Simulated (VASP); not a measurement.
# Ti (I4/mmm) in VASP: notebook

The runs below take Ti through electric field gradients, with LDA.

Everything below comes from runs of VASP 6.6.1. Logs are shortened: lines on timing, memory, paths and dates and some standing lists are left out, and cuts for length are marked.

## Step 1: The cell of the first run

Symmetry: I4/mmm, No. 139, tetragonal system. The conventional cell has a = 2.871 Å, b = 2.871 Å, c = 4.141 Å, α = 90.00°, β = 90.00°, γ = 90.00°. Ti (site symmetry 4/mmm) has 12 Ti at 2.87 to 2.90 Å within 3.8 Å.

## Step 2: Electric field gradients, LDA (zz strain of +2 %)

INCAR reads:

```
SYSTEM = Ti
PREC = Accurate
ENCUT = 520
EDIFF = 1E-8
ISMEAR = -1
SIGMA = 0.05
LREAL = .False.
LASPH = .True.
NELM = 80
ALGO = Normal
ISIF = 2
LWAVE = .False.
LCHARG = .False.
LEFG = .True.
NBANDS = 12
```

KPOINTS reads:

```
Automatic mesh
0
Gamma
  14 14 14
  0 0 0
```

POSCAR reads:

```
Ti
1.0
    0.0000000000      2.0300000000      2.0706000000
    2.0300000000      0.0000000000      2.0706000000
    2.0300000000      2.0300000000      0.0000000000
Ti
1
Direct
    0.0000000000      0.0000000000      0.0000000000
```

Potentials or basis: VASP PAW LDA potentials, release 64 (Ti_sv).

Run with:

```console
$ cat potpaw_LDA.64/Ti_sv/POTCAR > POTCAR
$ mpirun -np 1 vasp_std > vasp.out
```

OUTCAR:

```text
SYSTEM = Ti
   PREC = Accurate
   ENCUT = 520
   EDIFF = 1E-8
   ISMEAR = -1
   LREAL = .False.
   LASPH = .True.
   NELM = 80
   ISIF = 2

 ion  position               nearest neighbor table
   1  0.000  0.000  0.000-

  LATTYP: Found a body centered tetragonal cell.
 ALAT       =     2.8708535316
 C/A-ratio  =     1.4424978336

  Lattice vectors:

 A1 = (  -2.0300000000,   0.0000000000,   2.0706000000)
 A2 = (   2.0300000000,   0.0000000000,   2.0706000000)
 A3 = (   0.0000000000,   2.0300000000,  -2.0706000000)

Analysis of symmetry for initial positions (statically):
=====================================================================
 Subroutine PRICEL returns:
 Original cell was already a primitive cell.

 Routine SETGRP: Setting up the symmetry group for a
 body centered tetragonal supercell.

 Subroutine GETGRP returns: Found 16 space group operations
 (whereof 16 operations were pure point group operations)
 out of a pool of 16 trial point group operations.

The static configuration has the point symmetry D_4h.

Analysis of symmetry for dynamics (positions and initial velocities):
=====================================================================
 Subroutine PRICEL returns:
 Original cell was already a primitive cell.

 Routine SETGRP: Setting up the symmetry group for a
 body centered tetragonal supercell.

 Subroutine GETGRP returns: Found 16 space group operations
 (whereof 16 operations were pure point group operations)
 out of a pool of 16 trial point group operations.

The dynamic configuration has the point symmetry D_4h.

 Subroutine INISYM returns: Found 16 space group operations
 (whereof 16 operations are pure point group operations),
 and found     1 'primitive' translations

----------------------------------------------------------------------------------------

                                     Primitive cell

  volume of cell :      17.0655

  direct lattice vectors                    reciprocal lattice vectors
     0.000000000  2.030000000  2.070600000    -0.246305419  0.246305419  0.241475901
     2.030000000  0.000000000  2.070600000     0.246305419 -0.246305419  0.241475901
     2.030000000  2.030000000  0.000000000     0.246305419  0.246305419 -0.241475901

  length of vectors
     2.899704185  2.899704185  2.870853532     0.423843520  0.423843520  0.423843520

  position of ions in fractional coordinates (direct lattice)
     0.000000000  0.000000000  0.000000000

  ion indices of the primitive-cell ions
   primitive index   ion index
                 1           1

----------------------------------------------------------------------------------------

 KPOINTS: Automatic mesh

Automatic generation of k-mesh.
 Grid dimensions read from file:
 generate k-points for:   14   14   14

 Generating k-lattice:

  Cartesian coordinates                     Fractional coordinates (reciprocal lattice)
    -0.017593244  0.017593244  0.017248279     0.071428571 -0.000000000  0.000000000
     0.017593244 -0.017593244  0.017248279    -0.000000000  0.071428571  0.000000000
     0.017593244  0.017593244 -0.017248279     0.000000000  0.000000000  0.071428571

  Length of vectors
     0.030274537  0.030274537  0.030274537

  Shift w.r.t. Gamma in fractional coordinates (k-lattice)
     0.000000000  0.000000000  0.000000000

 Subroutine IBZKPT returns following result:
 ===========================================

 Found    244 irreducible k-points:

 Following reciprocal coordinates:
            Coordinates               Weight
  0.000000  0.000000  0.000000      1.000000
  0.071429  0.000000  0.000000      8.000000
  0.142857  0.000000  0.000000      8.000000
  0.214286  0.000000  0.000000      8.000000
  0.285714  0.000000  0.000000      8.000000
  0.357143  0.000000  0.000000      8.000000
[... 16 lines left out ...]
  0.214286  0.142857  0.000000      8.000000
  0.285714  0.142857  0.000000      8.000000
 [... further k-points ...]
   k-points           NKPTS =    244   k-points in BZ     NKDIM =    244   number of bands    NBANDS=     12
   number of dos      NEDOS =    301   number of ions     NIONS =      1
   total plane-waves  NPLWV =  13824
   dimension x,y,z NGX =    24 NGY =   24 NGZ =   24
   dimension x,y,z NGXF=    48 NGYF=   48 NGZF=   48
   ions per type =               1
   NGX,Y,Z   is equivalent  to a cutoff of  13.76, 13.76, 13.90 a.u.
   NGXF,Y,Z  is equivalent  to a cutoff of  27.52, 27.52, 27.80 a.u.
 SYSTEM =  Ti
   PREC   = accura    normal or accurate (medium, high low for compatibility)
   ISTART =      0    job   : 0-new  1-cont  2-samecut
   ICHARG =      2    charge: 1-file 2-atom 10-const
   ISPIN  =      1    spin polarized calculation?
   LNONCOLLINEAR =      F non collinear calculations
   LSORBIT =      F    spin-orbit coupling
   LASPH  =      T    aspherical Exc in radial PAW
   ENCUT  =  520.0 eV  38.22 Ry    6.18 a.u.   5.39  5.39  5.34*2*pi/ulx,y,z
   NELM   =     80;   NELMIN=  2; NELMDL= -5     # of ELM steps
   EDIFF  = 0.1E-07   stopping-criterion for ELM
   LREAL  =      F    real-space projection
   EDIFFG = 0.1E-06   stopping-criterion for IOM
   NSW    =      0    number of steps for IOM
   IBRION =     -1    ionic relax: 0-MD 1-quasi-New 2-CG
   NFREE  =      0    steps in history (QN), initial steepest desc. (CG)
   ISIF   =      2    stress and relaxation
   ISYM   =      2    0-nonsym 1-usesym 2-fastsym
   POTIM  = 0.5000    time-step for ionic-motion
   TEBEG  =    0.0;   TEEND  =   0.0 temperature during run
   PSTRESS=    0.0 pullay stress
   NELECT =      12.0000    total number of electrons
   NUPDOWN=      -1.0000    fix difference up-down
   EMIN   =  10.00;   EMAX   =-10.00  energy-range for DOS
   EFERMI =   0.00;   METHOD = LEGACY
   ISMEAR =    -1;   SIGMA  =   0.05  broadening in eV -4-tet -1-fermi 0-gaus
   EFERMI_NEDOS =   21; number of points for ismear=-14 and -15
   IALGO  =     38    algorithm
   IMIX   =      4    mixing-type and parameters
     AMIX     =   0.40;   BMIX     =  1.00
     AMIX_MAG =   1.60;   BMIX_MAG =  1.00
  volume/ion in A,a.u.               =      17.07       115.16
  Fermi-wavevector in a.u.,A,eV,Ry     =   1.455780  2.751026 28.834774  2.119296
  Thomas-Fermi vector in A             =   2.572775
   LORBIT       =      0    0 simple, 1 ext, 2 COOP (PROOUT), +10 PAW based schemes
   GGA     = CA    functional components
   LHFCALC =     F    Hartree Fock is set to
   AEXX    =    0.0000 exact exchange contribution
   IVDW    =     0    specifies the selected vdW correction
   LEPSILON=     F    determine dielectric tensor
   LRPA    =     F    only Hartree local field effects (RPA)
 non-spin polarized calculation
  energy-cutoff  :      520.00
  volume of cell :       17.07
 maximum number of plane-waves:       477
 NGX is ok and might be reduce to    24
   NGX = 11   NGY = 11   NGZ = 11

 number of electron      12.0000002 magnetization

 Free energy of the ion-electron system (eV)
  ---------------------------------------------------
  ext. energy  EPLUGINS =         0.00000000
  ---------------------------------------------------
  free energy    TOTEN  =        -8.48066612 eV

  energy without entropy =       -8.46550415  energy(sigma->0) =       -8.47308513

 E-fermi :   8.1654     XC(G=0): -11.8690

 val. band max:        8.1614345740   @ k =   0.2143  -0.0000   0.1429
 cond. band min:       8.1714150894   @ k =   0.2857   0.0000   0.0000
 fundamental gap:      0.0099805155
 Fermi energy:         8.1654066716

 k-point     1 :       0.0000    0.0000    0.0000
  band No.  band energies     occupation
      1     -47.8208      2.00000
      2     -24.0309      2.00000
      3     -24.0272      2.00000
      4     -24.0272      2.00000
      5       2.1129      2.00000
      6       8.9177      0.00000
      7       9.0807      0.00000
      8       9.0807      0.00000
      9      10.5724      0.00000
     10      10.7609      0.00000
     11      23.6220      0.00000
     12      27.7851      0.00000

 k-point     2 :       0.0714    0.0000    0.0000
  band No.  band energies     occupation
      1     -47.8140      2.00000
      2     -24.0661      2.00000
      3     -24.0348      2.00000
      4     -24.0314      2.00000
      5       2.2809      2.00000
      6       8.8889      0.00000
      7       9.0675      0.00000
      8       9.1417      0.00000
      9      10.5380      0.00000
     10      10.7183      0.00000
     11      23.7595      0.00000
     12      26.8531      0.00000
[... 316 lines left out ...]
 k-point    24 :       0.2857    0.1429    0.0000
  band No.  band energies     occupation
      1     -47.7410      2.00000
      2     -24.3901      2.00000
      3     -24.1192      2.00000
      4     -24.1172      2.00000
      5       4.2249      2.00000
      6       7.8583      1.99571
      7       9.0821      0.00000
      8       9.7508      0.00000
      9      10.4544      0.00000
     10      11.2178      0.00000
     11      22.0237      0.00000
     12      24.4664      0.00000

 [... further k-points ...]
[... 5 lines left out ...]
  --------------------------------------------------------------------------------------
  -------------------------------------------------------------------------------------
  Total       -0.7256233     -0.7256233     -0.7800206      0.0000000      0.0000000      0.0000000
  in kB      -68.1245339    -68.1245339    -73.2315765      0.0000000      0.0000000      0.0000000
  external PRESSURE =     -69.8268814 kB  Pullay stress =       0.0000000 kB

 VOLUME and BASIS-vectors are now :
 -----------------------------------------------------------------------------
  energy-cutoff  :      520.00
  volume of cell :       17.07
      direct lattice vectors                 reciprocal lattice vectors
     0.000000000  2.030000000  2.070600000    -0.246305419  0.246305419  0.241475901
     2.030000000  0.000000000  2.070600000     0.246305419 -0.246305419  0.241475901
     2.030000000  2.030000000  0.000000000     0.246305419  0.246305419 -0.241475901

 POSITION                                       TOTAL-FORCE (eV/Angst)
 -----------------------------------------------------------------------------------
      0.00000      0.00000      0.00000         0.000000     -0.000000      0.000000
 -----------------------------------------------------------------------------------
    total drift:                               -0.000000      0.000000      0.000000

  FREE ENERGIE OF THE ION-ELECTRON SYSTEM (eV)
  ---------------------------------------------------
  free  energy   TOTEN  =        -8.4806661168 eV

  energy  without entropy=       -8.4655041457  energy(sigma->0) =       -8.47308513

 Electric field gradients (V/A^2)
---------------------------------------------------------------------
 ion       V_xx      V_yy      V_zz      V_xy      V_xz      V_yz
---------------------------------------------------------------------
   1       1.179     1.179    -2.358    -0.001    -0.000    -0.000
---------------------------------------------------------------------

 Electric field gradients after diagonalization (V/A^2)
 (convention: |V_zz| > |V_xx| > |V_yy|)
----------------------------------------------------------------------
 ion       V_xx      V_yy      V_zz     asymmetry (V_yy - V_xx)/ V_zz
----------------------------------------------------------------------
   1       1.180     1.178    -2.358       0.001
----------------------------------------------------------------------

           NMR quadrupolar parameters

 Cq : quadrupolar parameter    Cq=e*Q*V_zz/h
 eta: asymmetry parameters     (V_yy - V_xx)/ V_zz
 Q  : nuclear electric quadrupole moment in mb (millibarn)
----------------------------------------------------------------------
 ion       Cq(MHz)       eta       Q (mb)
----------------------------------------------------------------------
   1      -0.006       0.001       1.000
----------------------------------------------------------------------
```

Run time: 50 s. Hardware: 1 thread of Intel Xeon Platinum 8375C at 2.90GHz (Ice Lake), shared host; peak memory 0.16 GiB.

Results:

```
Free energy                             : -8.4807 eV
Pressure                                : -7.0 GPa
Band gap on the k mesh                  : zero (bands 6 and 7 overlap by 1.21 eV)
Largest electric field gradient by atom : Ti -2.4 V/Å²
```

Stress tensor (GPa, compression positive):
```
-6.81  0.00  0.00
 0.00 -6.81  0.00
 0.00  0.00 -7.32
```

Electric field gradients, principal values (V/Å²):
| atom | least | middle | greatest (by size) |
| --- | --- | --- | --- |
| 1 Ti | 1.178 | 1.180 | -2.358 |

Caveat: the cell differs from its parent crystal (zz strain of +2 %); the cell stands under tension; without QUAD_EFG the Cq values of the log hold for a quadrupole moment of 1 mb, not for the nuclei.

(Part 1 of 2 ends here.)
